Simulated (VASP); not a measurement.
# W (C2/m) in VASP: a series of runs

Runs on W. Level: LDA. Tasks: single point.

Program: VASP 6.6.1. These are calculated values, not measurements. Logs are shortened: lines on timing, memory, paths and dates and some standing lists are left out, and cuts for length are marked.

### Step 1. The cell of the first run

It takes space group C2/m (No. 12, monoclinic). The conventional cell has a = 3.973 Å, b = 3.973 Å, c = 3.973 Å, α = 90.00°, β = 90.00°, γ = 90.00°. W (site symmetry m) has 12 W at 2.50 to 3.14 Å within 3.3 Å.

### Step 2. Single point, LDA (atoms displaced along several vibrational modes)

INCAR reads:

```
SYSTEM = W
ALGO = Fast
EDIFF = 1E-6
ENCUT = 520
ISIF = 2
ISMEAR = 0
LASPH = .True.
LCHARG = .True.
LELF = .True.
LREAL = .False.
LVHAR = .True.
LWAVE = .False.
NBANDS = 21
NELM = 100
PREC = Accurate
SIGMA = 0.15
```

KPOINTS reads:

```
k-points
0
Gamma
  16 16 12
  0 0 0
```

POSCAR reads:

```
W
1.0
    0.0000000000     -1.9862702900     -1.9862702900
    0.0000000000      1.9862702900     -1.9862702900
    3.9725405800      0.0000000000      0.0000000000
W
2
Direct
    0.5508490715      0.4491509285      0.4931529963
   -0.0508490715      0.0508490715      0.0068470037
```

Potentials or basis: VASP PAW LDA potentials, release 64 (W_sv).

Launch:

```sh
$ cat potpaw_LDA.64/W_sv/POTCAR > POTCAR
$ mpirun -np 1 vasp_std > vasp.out
```

OUTCAR:

```text
SYSTEM = W
   EDIFF = 1E-6
   ENCUT = 520
   ISIF = 2
   ISMEAR = 0
   LASPH = .True.
   LREAL = .False.
   NELM = 100
   PREC = Accurate

 ion  position               nearest neighbor table
   1  0.551  0.449  0.493-   2 2.50   2 2.58   2 2.80   2 2.80   2 2.88   2 2.88   2 3.07   2 3.14

   2  0.949  0.051  0.007-   1 2.50   1 2.58   1 2.80   1 2.80   1 2.88   1 2.88   1 3.07   1 3.14

  LATTYP: Found a simple tetragonal cell.
 ALAT       =     2.8090103827
 C/A-ratio  =     1.4142135624

  Lattice vectors:

 A1 = (   0.0000000000,  -1.9862702900,  -1.9862702900)
 A2 = (   0.0000000000,   1.9862702900,  -1.9862702900)
 A3 = (   3.9725405800,   0.0000000000,   0.0000000000)

Analysis of symmetry for initial positions (statically):
=====================================================================
 Subroutine PRICEL returns:
 Original cell was already a primitive cell.

 Routine SETGRP: Setting up the symmetry group for a
 simple tetragonal supercell.

 Subroutine GETGRP returns: Found  4 space group operations
 (whereof  2 operations were pure point group operations)
 out of a pool of 16 trial point group operations.

The static configuration has the point symmetry C_1h.
 The point group associated with its full space group is C_2h.

Analysis of symmetry for dynamics (positions and initial velocities):
=====================================================================
 Subroutine PRICEL returns:
 Original cell was already a primitive cell.

 Routine SETGRP: Setting up the symmetry group for a
 simple tetragonal supercell.

 Subroutine GETGRP returns: Found  4 space group operations
 (whereof  2 operations were pure point group operations)
 out of a pool of 16 trial point group operations.

The dynamic configuration has the point symmetry C_1h.
 The point group associated with its full space group is C_2h.

 Subroutine INISYM returns: Found  4 space group operations
 (whereof  2 operations are pure point group operations),
 and found     1 'primitive' translations

----------------------------------------------------------------------------------------

                                     Primitive cell

  volume of cell :      31.3455

  direct lattice vectors                    reciprocal lattice vectors
     0.000000000 -1.986270290 -1.986270290     0.000000000 -0.251728077 -0.251728077
     0.000000000  1.986270290 -1.986270290     0.000000000  0.251728077 -0.251728077
     3.972540580  0.000000000  0.000000000     0.251728077  0.000000000  0.000000000

  length of vectors
     2.809010383  2.809010383  3.972540580     0.355997260  0.355997260  0.251728077

  position of ions in fractional coordinates (direct lattice)
     0.550849071  0.449150929  0.493152996
     0.949150929  0.050849071  0.006847004

  ion indices of the primitive-cell ions
   primitive index   ion index
                 1           1
                 2           2

----------------------------------------------------------------------------------------

 KPOINTS: k-points

Automatic generation of k-mesh.
 Grid dimensions read from file:
 generate k-points for:   16   16   12

 Generating k-lattice:

  Cartesian coordinates                     Fractional coordinates (reciprocal lattice)
     0.000000000 -0.015733005 -0.015733005     0.062500000  0.000000000  0.000000000
     0.000000000  0.015733005 -0.015733005     0.000000000  0.062500000  0.000000000
     0.020977340  0.000000000  0.000000000     0.000000000  0.000000000  0.083333333

  Length of vectors
     0.022249829  0.022249829  0.020977340

  Shift w.r.t. Gamma in fractional coordinates (k-lattice)
     0.000000000  0.000000000  0.000000000

 Subroutine IBZKPT returns following result:
 ===========================================

 Found    826 irreducible k-points:

 Following reciprocal coordinates:
            Coordinates               Weight
  0.000000  0.000000  0.000000      1.000000
  0.062500  0.000000  0.000000      4.000000
  0.125000  0.000000  0.000000      4.000000
  0.187500  0.000000  0.000000      4.000000
  0.250000  0.000000  0.000000      4.000000
  0.312500  0.000000  0.000000      4.000000
[... 16 lines left out ...]
 -0.062500  0.437500  0.000000      4.000000
  0.500000  0.062500  0.000000      4.000000
 [... further k-points ...]
   k-points           NKPTS =    826   k-points in BZ     NKDIM =    826   number of bands    NBANDS=     21
   number of dos      NEDOS =    301   number of ions     NIONS =      2
   total plane-waves  NPLWV =  17280
   dimension x,y,z NGX =    24 NGY =   24 NGZ =   30
   dimension x,y,z NGXF=    48 NGYF=   48 NGZF=   60
   ions per type =               2
   NGX,Y,Z   is equivalent  to a cutoff of  14.20, 14.20, 12.55 a.u.
   NGXF,Y,Z  is equivalent  to a cutoff of  28.41, 28.41, 25.11 a.u.
 SYSTEM =  W
   PREC   = accura    normal or accurate (medium, high low for compatibility)
   ISTART =      0    job   : 0-new  1-cont  2-samecut
   ICHARG =      2    charge: 1-file 2-atom 10-const
   ISPIN  =      1    spin polarized calculation?
   LNONCOLLINEAR =      F non collinear calculations
   LSORBIT =      F    spin-orbit coupling
   LASPH  =      T    aspherical Exc in radial PAW
   ENCUT  =  520.0 eV  38.22 Ry    6.18 a.u.   5.22  5.22  7.39*2*pi/ulx,y,z
   NELM   =    100;   NELMIN=  2; NELMDL= -5     # of ELM steps
   EDIFF  = 0.1E-05   stopping-criterion for ELM
   LREAL  =      F    real-space projection
   EDIFFG = 0.1E-04   stopping-criterion for IOM
   NSW    =      0    number of steps for IOM
[... 5 lines left out ...]
   TEBEG  =    0.0;   TEEND  =   0.0 temperature during run
   PSTRESS=    0.0 pullay stress
   NELECT =      28.0000    total number of electrons
   NUPDOWN=      -1.0000    fix difference up-down
   EMIN   =  10.00;   EMAX   =-10.00  energy-range for DOS
   EFERMI =   0.00;   METHOD = LEGACY
   ISMEAR =     0;   SIGMA  =   0.15  broadening in eV -4-tet -1-fermi 0-gaus
   EFERMI_NEDOS =   21; number of points for ismear=-14 and -15
   IALGO  =     68    algorithm
   IMIX   =      4    mixing-type and parameters
     AMIX     =   0.40;   BMIX     =  1.00
     AMIX_MAG =   1.60;   BMIX_MAG =  1.00
  volume/ion in A,a.u.               =      15.67       105.76
  Fermi-wavevector in a.u.,A,eV,Ry     =   1.576652  2.979440 33.821789  2.485831
  Thomas-Fermi vector in A             =   2.677453
   LORBIT       =      0    0 simple, 1 ext, 2 COOP (PROOUT), +10 PAW based schemes
   GGA     = CA    functional components
   LHFCALC =     F    Hartree Fock is set to
   AEXX    =    0.0000 exact exchange contribution
   IVDW    =     0    specifies the selected vdW correction
   LEPSILON=     F    determine dielectric tensor
   LRPA    =     F    only Hartree local field effects (RPA)
 non-spin polarized calculation
 RMM-DIIS sequential band-by-band and
 Gauss-broadening in eV      SIGMA  =   0.15
  energy-cutoff  :      520.00
  volume of cell :       31.35
 maximum number of plane-waves:       888
 NGX is ok and might be reduce to    24
   NGX = 11   NGY = 11   NGZ = 15

 number of electron      27.9999999 magnetization

 Free energy of the ion-electron system (eV)
  ---------------------------------------------------
  ext. energy  EPLUGINS =         0.00000000
  ---------------------------------------------------
  free energy    TOTEN  =       -26.90080521 eV

  energy without entropy =      -26.88180737  energy(sigma->0) =      -26.89130629

 E-fermi :  11.0846     XC(G=0): -13.8366

 val. band max:       11.0833173621   @ k =   0.4375   0.1250   0.4167
 cond. band min:      11.0856061279   @ k =  -0.1875   0.3750   0.5000
 fundamental gap:      0.0022887657
 Fermi energy:        11.0845921849

 k-point     1 :       0.0000    0.0000    0.0000
  band No.  band energies     occupation
      1     -62.0669      2.00000
      2     -61.8204      2.00000
      3     -27.3182      2.00000
      4     -26.4181      2.00000
      5     -26.3270      2.00000
      6     -25.9797      2.00000
[... 13 lines left out ...]
     20      17.1990      0.00000
     21      24.2683      0.00000

 k-point     2 :       0.0625    0.0000    0.0000
  band No.  band energies     occupation
      1     -62.0636      2.00000
      2     -61.8202      2.00000
      3     -27.3054      2.00000
      4     -26.4314      2.00000
      5     -26.3364      2.00000
      6     -25.9971      2.00000
[... 13 lines left out ...]
     20      17.5791      0.00000
     21      23.2315      0.00000

 k-point     3 :       0.1250    0.0000    0.0000
  band No.  band energies     occupation
      1     -62.0542      2.00000
      2     -61.8198      2.00000
      3     -27.2681      2.00000
      4     -26.4877      2.00000
      5     -26.3446      2.00000
      6     -26.0620      2.00000
[... 13 lines left out ...]
     20      18.6704      0.00000
     21      21.9678      0.00000

 k-point     4 :       0.1875    0.0000    0.0000
  band No.  band energies     occupation
      1     -62.0396      2.00000
      2     -61.8196      2.00000
      3     -27.2098      2.00000
      4     -26.5859      2.00000
      5     -26.3516      2.00000
      6     -26.1679      2.00000
[... 13 lines left out ...]
     20      20.0916      0.00000
     21      20.7808      0.00000

 k-point     5 :       0.2500    0.0000    0.0000
  band No.  band energies     occupation
      1     -62.0217      2.00000
      2     -61.8201      2.00000
      3     -27.1371      2.00000
      4     -26.7001      2.00000
      5     -26.4245      2.00000
      6     -26.2312      2.00000
[... 13 lines left out ...]
     20      19.8362      0.00000
     21      21.6241      0.00000
[... 382 lines left out ...]
     20      19.2887      0.00000
     21      23.0755      0.00000

 k-point    22 :       0.4375    0.0625    0.0000
  band No.  band energies     occupation
      1     -61.9712      2.00000
      2     -61.8251      2.00000
      3     -26.9820      2.00000
      4     -26.9156      2.00000
      5     -26.7753      2.00000
      6     -26.2044      2.00000
[... 13 lines left out ...]
     20      19.1645      0.00000
     21      22.7319      0.00000

 k-point    23 :      -0.0625    0.4375    0.0000
  band No.  band energies     occupation
      1     -61.9710      2.00000
      2     -61.8253      2.00000
      3     -26.9770      2.00000
      4     -26.9185      2.00000
      5     -26.7759      2.00000
      6     -26.1986      2.00000
[... 13 lines left out ...]
     20      19.2183      0.00000
     21      22.6408      0.00000

 k-point    24 :       0.5000    0.0625    0.0000
  band No.  band energies     occupation
      1     -61.9668      2.00000
      2     -61.8261      2.00000
      3     -26.9751      2.00000
      4     -26.9419      2.00000
      5     -26.7859      2.00000
      6     -26.1946      2.00000
[... 13 lines left out ...]
     20      19.0818      0.00000
     21      22.5151      0.00000

 [... further k-points ...]

------------------------ aborting loop because EDIFF is reached ----------------------------------------

  FORCE on cell =-STRESS in cart. coord.  units (eV):
  Direction    XX          YY          ZZ          XY          YZ          ZX
  --------------------------------------------------------------------------------------
  -------------------------------------------------------------------------------------
  Total        3.7859121      0.6989709      2.6369788     -0.2466575      0.0000000      0.0000000
  in kB      193.5111856     35.7268458    134.7851945    -12.6075241      0.0000000      0.0000000
  external PRESSURE =     121.3410753 kB  Pullay stress =       0.0000000 kB

 VOLUME and BASIS-vectors are now :
 -----------------------------------------------------------------------------
  energy-cutoff  :      520.00
  volume of cell :       31.35
      direct lattice vectors                 reciprocal lattice vectors
     0.000000000 -1.986270290 -1.986270290     0.000000000 -0.251728077 -0.251728077
     0.000000000  1.986270290 -1.986270290     0.000000000  0.251728077 -0.251728077
     3.972540580  0.000000000  0.000000000     0.251728077  0.000000000  0.000000000

 POSITION                                       TOTAL-FORCE (eV/Angst)
 -----------------------------------------------------------------------------------
      1.95907     -0.20200     -1.98627         0.687144      1.689650      0.000000
      0.02720     -1.78427     -1.98627        -0.687144     -1.689650      0.000000
 -----------------------------------------------------------------------------------
    total drift:                                0.000000      0.000000     -0.000000

  FREE ENERGIE OF THE ION-ELECTRON SYSTEM (eV)
  ---------------------------------------------------
  free  energy   TOTEN  =       -26.9008052082 eV

  energy  without entropy=      -26.8818073743  energy(sigma->0) =      -26.89130629
```

Wall time 10 min (1 thread of Intel Xeon Platinum 8259CL at 2.50GHz (Skylake/Cascade Lake), shared host); peak memory 0.49 GiB.

Results:

```
Free energy            : -26.9008 eV
Pressure               : 12.1 GPa
Largest force          : 1.824 eV/Å
Band gap on the k mesh : zero (bands 14 and 15 overlap by 4.00 eV)
```

Forces on the atoms (eV/Å):
```
W    0.687  1.690  0.000
W   -0.687 -1.690  0.000
```

Levels at points of the mesh, in eV from the Fermi level:
```csv
k point,band 11,band 12,band 13,band 14,band 15,band 16,band 17,band 18
"(0.00, 0.00, 0.00)",-4.67,-1.34,-0.79,-0.16,1.86,3.15,3.62,4.37
"(0.50, 0.00, 0.00)",-3.12,-2.77,-1.66,-1.33,0.85,1.37,1.81,3.90
"(0.50, 0.50, 0.00)",-4.93,-4.46,2.07,3.39,4.48,5.05,5.74,6.09
"(0.00, 0.00, 0.50)",-3.82,-3.51,-1.05,-0.54,2.04,2.15,2.35,2.53
"(0.50, 0.00, 0.50)",-1.60,-1.58,-0.52,-0.40,0.96,1.03,4.26,4.37
"(0.50, 0.50, 0.50)",-2.32,-2.12,-2.03,-1.85,2.00,2.10,6.01,6.10
```

Caveat: the cell differs from its parent crystal (atoms displaced along several vibrational modes); the stress differs along the axes, from 4 to 19 GPa; spin-orbit coupling is left out, which moves the levels of the heavy elements; forces of over 1 eV/Å act on the atoms, so gaps and moduli don't describe the material at rest.

(Continued in part 2 of 3.)
